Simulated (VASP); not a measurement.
# Li2F3 (P-3m1) in VASP: notebook

Runs on Li2F3. Level: PBE. Tasks: single point.

All numbers are computed with VASP 6.6.1; they aren't measurements. Logs are shortened: lines on timing, memory, paths and dates and some standing lists are left out, and cuts for length are marked.

### Step 1. The cell of the first run

Symmetry: P-3m1, No. 164, trigonal system. The conventional cell has a = 3.720 Å, b = 3.720 Å, c = 4.492 Å, α = 90.00°, β = 90.00°, γ = 120.00°. Within 2.9 Å of Li (site symmetry 3m) lie 8 F at 2.19 to 2.40 Å and 3 Li at 2.48 Å. F (site symmetry -3m) has 6 Li at 2.24 Å and 6 F at 2.73 Å within 3.0 Å. F (site symmetry 3m) has 5 Li at 2.19 to 2.40 Å and 6 F at 2.42 to 2.73 Å within 2.9 Å.

### Step 2. Single point, PBE

INCAR reads:

```
SYSTEM = Li2F3
ALGO = Normal ; EDIFF = 1E-7
ENCUT = 520 ; GGA = PE
ISIF = 2 ; ISMEAR = 0
LASPH = .TRUE. ; LCHARG = .FALSE.
LREAL = .FALSE. ; LWAVE = .FALSE.
NBANDS = 22 ; NELM = 60
PREC = Accurate ; SIGMA = 0.1
```

KPOINTS reads:

```
k-points
0
G
  6 6 4
  0 0 0
```

POSCAR reads:

```
Li2F3
1.0
    3.7202385807      0.0000000000      0.0000000000
   -1.8601192904      3.2218211190      0.0000000000
    0.0000000000      0.0000000000      4.4918450054
Li F
2 3
Direct
    0.3333333333      0.6666666667      0.1380000000
    0.6666666667      0.3333333333      0.8620000000
    0.0000000000      0.0000000000      0.0000000000
    0.3333333333      0.6666666667      0.6250000000
    0.6666666667      0.3333333333      0.3750000000
```

Potentials or basis: VASP PAW PBE potentials, release 64 (Li_sv, F).

Launch:

```sh
cat potpaw_PBE.64/Li_sv/POTCAR potpaw_PBE.64/F/POTCAR > POTCAR
mpirun -np 1 vasp_std > vasp.out
```

OUTCAR:

```text
SYSTEM = Li2F3
   EDIFF = 1E-7
   ENCUT = 520
   GGA = PE
   ISIF = 2
   ISMEAR = 0
   LASPH = .TRUE.
   LREAL = .FALSE.
   NELM = 60
   PREC = Accurate

 ion  position               nearest neighbor table
   1  0.333  0.667  0.138-   4 2.19   3 2.24   3 2.24   3 2.24   2 2.48   2 2.48   2 2.48
   2  0.667  0.333  0.862-   5 2.19   3 2.24   3 2.24   3 2.24   1 2.48   1 2.48   1 2.48
   3  0.000  0.000  0.000-   1 2.24   2 2.24   2 2.24   1 2.24   2 2.24   1 2.24
   4  0.333  0.667  0.625-   1 2.19
   5  0.667  0.333  0.375-   2 2.19

  LATTYP: Found a hexagonal cell.
 ALAT       =     3.7202385807
 C/A-ratio  =     1.2074077799

  Lattice vectors:

 A1 = (   3.7202385807,   0.0000000000,   0.0000000000)
 A2 = (  -1.8601192904,   3.2218211190,   0.0000000000)
 A3 = (   0.0000000000,   0.0000000000,   4.4918450054)

Analysis of symmetry for initial positions (statically):
=====================================================================
 Subroutine PRICEL returns:
 Original cell was already a primitive cell.

 Routine SETGRP: Setting up the symmetry group for a
 hexagonal supercell.

 Subroutine GETGRP returns: Found 12 space group operations
 (whereof 12 operations were pure point group operations)
 out of a pool of 24 trial point group operations.

The static configuration has the point symmetry D_3d.

Analysis of symmetry for dynamics (positions and initial velocities):
=====================================================================
 Subroutine PRICEL returns:
 Original cell was already a primitive cell.

 Routine SETGRP: Setting up the symmetry group for a
 hexagonal supercell.

 Subroutine GETGRP returns: Found 12 space group operations
 (whereof 12 operations were pure point group operations)
 out of a pool of 24 trial point group operations.

The dynamic configuration has the point symmetry D_3d.

 Subroutine INISYM returns: Found 12 space group operations
 (whereof 12 operations are pure point group operations),
 and found     1 'primitive' translations

----------------------------------------------------------------------------------------

                                     Primitive cell

  volume of cell :      53.8390

  direct lattice vectors                    reciprocal lattice vectors
     3.720238581  0.000000000  0.000000000     0.268799965  0.155191732  0.000000000
    -1.860119290  3.221821119  0.000000000     0.000000000  0.310383464  0.000000000
     0.000000000  0.000000000  4.491845005     0.000000000  0.000000000  0.222625669

  length of vectors
     3.720238581  3.720238581  4.491845005     0.310383464  0.310383464  0.222625669

  position of ions in fractional coordinates (direct lattice)
     0.333333333  0.666666667  0.138000000
     0.666666667  0.333333333  0.862000000
     0.000000000  0.000000000  0.000000000
     0.333333333  0.666666667  0.625000000
     0.666666667  0.333333333  0.375000000

  ion indices of the primitive-cell ions
   primitive index   ion index
                 1           1
                 2           2
                 3           3
                 4           4
                 5           5

----------------------------------------------------------------------------------------

 KPOINTS: k-points

Automatic generation of k-mesh.
 Grid dimensions read from file:
 generate k-points for:    6    6    4

 Generating k-lattice:

  Cartesian coordinates                     Fractional coordinates (reciprocal lattice)
     0.044799994  0.025865289  0.000000000     0.166666667 -0.000000000  0.000000000
     0.000000000  0.051730577  0.000000000     0.000000000  0.166666667  0.000000000
     0.000000000  0.000000000  0.055656417     0.000000000  0.000000000  0.250000000

  Length of vectors
     0.051730577  0.051730577  0.055656417

  Shift w.r.t. Gamma in fractional coordinates (k-lattice)
     0.000000000  0.000000000  0.000000000

 Subroutine IBZKPT returns following result:
 ===========================================

 Found     24 irreducible k-points:

 Following reciprocal coordinates:
[... 39 lines left out ...]
  volume of cell :       53.84
 maximum number of plane-waves:      1479
   NGX = 13   NGY = 13   NGZ = 17

 number of electron      27.0000005 magnetization

 Free energy of the ion-electron system (eV)
  ---------------------------------------------------
  ext. energy  EPLUGINS =         0.00000000
  ---------------------------------------------------
  free energy    TOTEN  =       -19.17511058 eV

  energy without entropy =      -19.13495909  energy(sigma->0) =      -19.15503483

 E-fermi :  -2.2552     XC(G=0):  -8.9010

 val. band max:       -2.2586170615   @ k =   0.5000   0.0000   0.2500
 cond. band min:      -2.2402763263   @ k =   0.1667   0.1667   0.5000
 fundamental gap:      0.0183407352
 Fermi energy:        -2.2552497838

 k-point     1 :       0.0000    0.0000    0.0000
  band No.  band energies     occupation
      1     -45.0593      2.00000
      2     -44.9806      2.00000
      3     -22.6915      2.00000
      4     -22.0455      2.00000
      5     -21.5574      2.00000
      6      -4.2857      2.00000
[... 14 lines left out ...]
     21      14.1530      0.00000
     22      17.9292      0.00000

 k-point     2 :       0.1667   -0.0000    0.0000
  band No.  band energies     occupation
      1     -45.0542      2.00000
      2     -44.9849      2.00000
      3     -22.6246      2.00000
      4     -22.0558      2.00000
      5     -21.6079      2.00000
      6      -4.5833      2.00000
[... 14 lines left out ...]
     21      14.2259      0.00000
     22      16.7760      0.00000

 k-point     3 :       0.3333   -0.0000    0.0000
  band No.  band energies     occupation
      1     -45.0414      2.00000
      2     -44.9961      2.00000
      3     -22.4503      2.00000
      4     -22.0912      2.00000
      5     -21.7340      2.00000
      6      -4.8331      2.00000
[... 14 lines left out ...]
     21      14.3520      0.00000
     22      15.1845      0.00000
[... 476 lines left out ...]
 k-point    23 :       0.3333    0.1667    0.5000
  band No.  band energies     occupation
      1     -45.0309      2.00000
      2     -45.0054      2.00000
      3     -22.2980      2.00000
      4     -22.1431      2.00000
      5     -21.8411      2.00000
      6      -5.1621      2.00000
[... 14 lines left out ...]
     21      14.6051      0.00000
     22      15.4178      0.00000

 k-point    24 :       0.3333    0.3333    0.5000
  band No.  band energies     occupation
      1     -45.0179      2.00000
      2     -45.0179      2.00000
      3     -22.2648      2.00000
      4     -22.0064      2.00000
      5     -22.0064      2.00000
      6      -5.0618      2.00000
[... 14 lines left out ...]
     21      15.7481      0.00000
     22      15.7482      0.00000

------------------------ aborting loop because EDIFF is reached ----------------------------------------

  FORCE on cell =-STRESS in cart. coord.  units (eV):
  Direction    XX          YY          ZZ          XY          YZ          ZX
  --------------------------------------------------------------------------------------
  -------------------------------------------------------------------------------------
  Total       -1.2023879     -1.2023879     -3.0026218      0.0000000      0.0000000     -0.0000000
  in kB      -35.7814729    -35.7814729    -89.3540483      0.0000000      0.0000000     -0.0000000
  external PRESSURE =     -53.6389981 kB  Pullay stress =       0.0000000 kB

 VOLUME and BASIS-vectors are now :
 -----------------------------------------------------------------------------
  energy-cutoff  :      520.00
  volume of cell :       53.84
      direct lattice vectors                 reciprocal lattice vectors
     3.720238581  0.000000000  0.000000000     0.268799965  0.155191732  0.000000000
    -1.860119290  3.221821119  0.000000000     0.000000000  0.310383464  0.000000000
     0.000000000  0.000000000  4.491845005     0.000000000  0.000000000  0.222625669

 POSITION                                       TOTAL-FORCE (eV/Angst)
 -----------------------------------------------------------------------------------
     -0.00000      2.14788      0.61987        -0.000000      0.000000      1.121340
      1.86012      1.07394      3.87197         0.000000     -0.000000     -1.121340
      0.00000      0.00000      0.00000        -0.000000      0.000000      0.000000
     -0.00000      2.14788      2.80740         0.000000      0.000000      0.644687
      1.86012      1.07394      1.68444        -0.000000     -0.000000     -0.644687
 -----------------------------------------------------------------------------------
    total drift:                                0.000000     -0.000000      0.000000

  FREE ENERGIE OF THE ION-ELECTRON SYSTEM (eV)
  ---------------------------------------------------
  free  energy   TOTEN  =       -19.1751105761 eV

  energy  without entropy=      -19.1349590913  energy(sigma->0) =      -19.15503483
```

Wall time 19 s (1 thread of AMD EPYC 9R45 (Zen 5), shared host); peak memory 0.14 GiB.

Results:

```
Free energy   : -19.1751 eV
Largest force : 1.121 eV/Å
```

Forces on the atoms (eV/Å):
```
Li   0.000  0.000  1.121
Li   0.000  0.000 -1.121
F    0.000  0.000  0.000
F    0.000  0.000  0.645
F    0.000  0.000 -0.645
```

Caveat: the cutoff is under 1.25 times the usual one of these potentials, so pressure, stress and relaxed cells hold a basis-set (Pulay) error; an odd number of electrons without spin polarisation forces a metal; a magnetic or distorted state may lie lower.

### Step 3. Single point, PBE, collinear spin, ferromagnetic start

This run uses another cell than the first one, of 10.06 Å³/atom, 0.934 times its volume.

INCAR reads:

```
SYSTEM = Li2F3
ALGO = Normal
EDIFF = 1E-6
ENCUT = 520
GGA = PE
ISIF = 2
ISMEAR = 0
ISPIN = 2
LASPH = .True.
LCHARG = .False.
LORBIT = 11
LREAL = .False.
LWAVE = .False.
MAGMOM = 0 0 0.35 0.37 0.37
NBANDS = 26
NELM = 150
PREC = Accurate
SIGMA = 0.1
```

KPOINTS reads:

```
k-points
0
Gamma
  6 6 4
  0 0 0
```

POSCAR reads:

```
Li2F3
1.0
    3.1545760759      0.0000000000      0.0000000000
   -1.5772880379      2.7319430199      0.0000000000
    0.0000000000      0.0000000000      5.8372344036
Li F
2 3
Direct
    0.3333333333      0.6666666667      0.2315419043
    0.6666666667      0.3333333333      0.7684580957
    0.0000000000      0.0000000000      0.0000000000
    0.3333333333      0.6666666667      0.6718382713
    0.6666666667      0.3333333333      0.3281617287
```

Potentials or basis: VASP PAW PBE potentials, release 64 (Li_sv, F).

Launch:

```sh
cat potpaw_PBE.64/Li_sv/POTCAR potpaw_PBE.64/F/POTCAR > POTCAR
mpirun -np 1 vasp_std > vasp.out
```

Wall time 36 s (1 thread of AMD EPYC 9R45 (Zen 5), shared host); peak memory 0.17 GiB.

Results (log left out):

```yaml
Free_energy: -20.4275 eV
Largest_force: 0.005 eV/Å
Band_gap_on_the_k_mesh: zero (filled and empty bands overlap)
Net_moment: 1.00 μB per cell
Site_moments: Li -0.00; F +0.30 μB
Valence_electrons_inside_the_program's_atomic_spheres: Li 2.06; F 6.00, 6.02
```

Forces on the atoms (eV/Å):
```
Li   0.000  0.000  0.000
Li   0.000  0.000  0.000
F    0.000  0.000  0.000
F    0.000  0.000 -0.005
F    0.000  0.000  0.005
```

Levels at points of the mesh, in eV from the Fermi level:
Spin up:
| k point | band 10 | band 11 | band 12 | band 13 | band 14 | band 15 | band 16 | band 17 | band 18 | band 19 |
| --- | --- | --- | --- | --- | --- | --- | --- | --- | --- | --- |
| (0.00, 0.00, 0.00) | -1.17 | -1.17 | -0.71 | -0.71 | -0.53 | 8.62 | 10.65 | 13.75 | 17.64 | 17.69 |
| (0.50, 0.00, 0.00) | -1.39 | -1.18 | -1.16 | -0.83 | -0.70 | 12.07 | 13.50 | 13.82 | 14.37 | 16.36 |
| (0.00, 0.00, 0.50) | -1.26 | -0.98 | -0.98 | -0.81 | -0.81 | 9.30 | 9.93 | 13.54 | 17.23 | 17.23 |
| (0.50, 0.00, 0.50) | -1.66 | -1.33 | -1.32 | -0.63 | -0.59 | 11.89 | 12.77 | 14.20 | 15.40 | 15.90 |
Spin down:
```tsv
k point	band 10	band 11	band 12	band 13	band 14	band 15	band 16	band 17
(0.00, 0.00, 0.00)	-0.80	-0.80	-0.32	-0.32	0.51	8.73	10.87	13.90
(0.50, 0.00, 0.00)	-0.84	-0.47	-0.44	-0.35	-0.04	12.19	13.65	13.89
(0.00, 0.00, 0.50)	-0.63	-0.41	-0.41	-0.36	-0.32	9.48	10.13	13.60
(0.50, 0.00, 0.50)	-1.34	-0.65	-0.62	-0.24	0.28	11.97	12.92	14.34
```

Caveat: the k points lie up to 0.38 Å⁻¹ apart; the cutoff is under 1.25 times the usual one of these potentials, so pressure, stress and relaxed cells hold a basis-set (Pulay) error.

### Step 4. Single point, PBE, collinear spin, ferromagnetic start

This run uses another cell than the first one, of 10.10 Å³/atom, 0.938 times its volume.

INCAR, as its differences from that of step 3:

```diff
@@ -13,3 +13,3 @@
 LWAVE = .False.
-MAGMOM = 0 0 0.35 0.37 0.37
+MAGMOM = 0 0 0.16 0.47 0.47
 NBANDS = 26
```

KPOINTS is that of step 3.

POSCAR reads:

```
Li2F3
1.0
    3.1440404756      0.0000000000      0.0000000000
   -1.5720202378      2.7228189224      0.0000000000
    0.0000000000      0.0000000000      5.8969583012
Li F
2 3
Direct
    0.3333333333      0.6666666667      0.2301240083
    0.6666666667      0.3333333333      0.7698759917
    0.0000000000      0.0000000000      0.0000000000
    0.3333333333      0.6666666667      0.6730409225
    0.6666666667      0.3333333333      0.3269590775
```

Launch:

```sh
cat potpaw_PBE.64/Li_sv/POTCAR potpaw_PBE.64/F/POTCAR > POTCAR
mpirun -np 1 vasp_std > vasp.out
```

Run time: 35 s. Hardware: 1 thread of AMD EPYC 9R45 (Zen 5), shared host; peak memory 0.17 GiB.

It converged, with:

- Free energy: -20.4280 eV
- Largest force: 0.013 eV/Å
- Band gap on the k mesh: zero (filled and empty bands overlap)
- Net moment: 1.00 μB per cell
- Site moments: Li -0.00; F +0.30 μB
- Valence electrons inside the program's atomic spheres: Li 2.06; F 6.00, 6.02

Forces on the atoms (eV/Å):
```
Li   0.000  0.000 -0.008
Li   0.000  0.000  0.008
F    0.000  0.000  0.000
F    0.000  0.000 -0.013
F    0.000  0.000  0.013
```

Levels at points of the mesh, in eV from the Fermi level:
Spin up:
| k point | band 12 | band 13 | band 14 | band 15 | band 16 | band 17 |
| --- | --- | --- | --- | --- | --- | --- |
| (0.00, 0.00, 0.00) | -0.70 | -0.70 | -0.52 | 8.64 | 10.62 | 13.68 |
| (0.50, 0.00, 0.00) | -1.14 | -0.81 | -0.72 | 12.11 | 13.52 | 13.85 |
| (0.00, 0.00, 0.50) | -0.96 | -0.79 | -0.79 | 9.32 | 9.90 | 13.49 |
| (0.50, 0.00, 0.50) | -1.31 | -0.62 | -0.60 | 11.91 | 12.82 | 14.25 |
Spin down:
| k point | band 10 | band 11 | band 12 | band 13 | band 14 | band 15 | band 16 | band 17 |
| --- | --- | --- | --- | --- | --- | --- | --- | --- |
| (0.00, 0.00, 0.00) | -0.78 | -0.78 | -0.31 | -0.31 | 0.52 | 8.75 | 10.84 | 13.83 |
| (0.50, 0.00, 0.00) | -0.83 | -0.46 | -0.42 | -0.34 | -0.05 | 12.23 | 13.68 | 13.93 |
| (0.00, 0.00, 0.50) | -0.61 | -0.38 | -0.38 | -0.34 | -0.31 | 9.49 | 10.11 | 13.55 |
| (0.50, 0.00, 0.50) | -1.29 | -0.64 | -0.61 | -0.23 | 0.28 | 11.99 | 12.97 | 14.39 |

Caveat: the k points lie up to 0.38 Å⁻¹ apart; the cutoff is under 1.25 times the usual one of these potentials, so pressure, stress and relaxed cells hold a basis-set (Pulay) error.

### Step 5. Single point, PBE, collinear spin, ferromagnetic start

This run uses another cell than the first one, of 10.96 Å³/atom, 1.018 times its volume.

INCAR reads:

```
SYSTEM = Li2F3
PREC = Accurate ; ENCUT = 520
EDIFF = 1E-7 ; ISMEAR = 0
SIGMA = 0.1 ; LREAL = .FALSE.
LASPH = .TRUE. ; NELM = 150
ALGO = Normal ; ISIF = 2
LWAVE = .FALSE. ; LCHARG = .FALSE.
ISPIN = 2 ; MAGMOM = 0 0 1 1 1
LORBIT = 11 ; GGA = PE
NBANDS = 26
```

KPOINTS reads:

```
regular mesh
0
G
  6 6 4
  0 0 0
```

POSCAR reads:

```
Li2F3
1.0
    3.4394676005      0.0000000000      0.0000000000
   -1.7197338002      2.9786663175      0.0000000000
    0.0000000000      0.0000000000      5.3512528911
Li F
2 3
Direct
    0.3333333333      0.6666666667      0.2450000000
    0.6666666667      0.3333333333      0.7550000000
    0.0000000000      0.0000000000      0.0000000000
    0.3333333333      0.6666666667      0.6450000000
    0.6666666667      0.3333333333      0.3550000000
```

Launch:

```sh
cat potpaw_PBE.64/Li_sv/POTCAR potpaw_PBE.64/F/POTCAR > POTCAR
mpirun -np 1 vasp_std > vasp.out
```

Run time: 48 s. Hardware: 1 thread of AMD EPYC 9R45 (Zen 5), shared host; peak memory 0.18 GiB.

It converged, with:

| Item | Value |
| --- | --- |
| Free energy | -20.1961 eV |
| Largest force | 0.535 eV/Å |
| Band gap on the k mesh | zero (filled and empty bands overlap) |
| Net moment | 1.00 μB per cell |
| Site moments | Li -0.00; F +0.29, +0.31 μB |
| Valence electrons inside the program's atomic spheres | Li 2.03; F 5.99, 6.01 |

Forces on the atoms (eV/Å):
```
Li   0.000  0.000  0.243
Li   0.000  0.000 -0.243
F    0.000  0.000  0.000
F    0.000  0.000  0.535
F    0.000  0.000 -0.535
```

Levels at points of the mesh, in eV from the Fermi level:
Spin up:
```tsv
k point	band 10	band 11	band 12	band 13	band 14	band 15	band 16	band 17	band 18	band 19
(0.00, 0.00, 0.00)	-1.27	-1.27	-0.77	-0.77	-0.66	7.66	10.74	13.76	15.80	15.80
(0.50, 0.00, 0.00)	-1.24	-1.18	-1.01	-0.95	-0.43	10.83	11.93	13.05	13.98	15.87
(0.00, 0.00, 0.50)	-1.32	-1.01	-1.01	-0.98	-0.98	8.29	9.79	13.95	15.07	15.07
(0.50, 0.00, 0.50)	-1.61	-1.31	-0.90	-0.57	-0.55	10.84	11.53	12.78	14.25	15.51
```
Spin down:
```
           k point  band 10  band 11  band 12  band 13  band 14  band 15  band 16  band 17
(0.00, 0.00, 0.00)    -0.85    -0.85    -0.30    -0.30     0.15     7.76    10.89    13.97
(0.50, 0.00, 0.00)    -0.60    -0.51    -0.51    -0.46     0.19    10.98    12.08    13.10
(0.00, 0.00, 0.50)    -0.61    -0.61    -0.53    -0.49    -0.49     8.41     9.98    14.02
(0.50, 0.00, 0.50)    -1.21    -0.70    -0.31    -0.09     0.18    10.92    11.69    12.94
```

Caveat: the cutoff is under 1.25 times the usual one of these potentials, so pressure, stress and relaxed cells hold a basis-set (Pulay) error.

### Step 6. The runs side by side

```csv
spin,cell,gap on the mesh (eV),moment (μB),largest force (eV/Å)
off,"a = 3.720, b = 3.720, c = 4.492 Å, angles 90.0, 90.0, 120.0°, 5 atoms",none,-,1.12
"collinear, ferromagnetic start","a = 3.155, b = 3.155, c = 5.837 Å, angles 90.0, 90.0, 120.0°, 5 atoms",none,1.00,-
"collinear, ferromagnetic start","a = 3.144, b = 3.144, c = 5.897 Å, angles 90.0, 90.0, 120.0°, 5 atoms",none,1.00,0.01
"collinear, ferromagnetic start","a = 3.439, b = 3.439, c = 5.351 Å, angles 90.0, 90.0, 120.0°, 5 atoms",none,1.00,0.53
```

Alike in all rows: task single point; level PBE; potentials or basis VASP PAW PBE potentials, release 64 (Li_sv, F); k mesh 6 × 6 × 4; cutoff (eV) 520; smearing gaussian 0.1 eV.

Caveats: some runs use coarse meshes; the cutoff is under 1.25 times the usual one of these potentials, so pressure, stress and relaxed cells hold a basis-set (Pulay) error; an odd number of electrons without spin polarisation forces a metal (some runs); a magnetic or distorted state may lie lower (some runs).

Absolute energies hang on the potentials; compare differences alone.
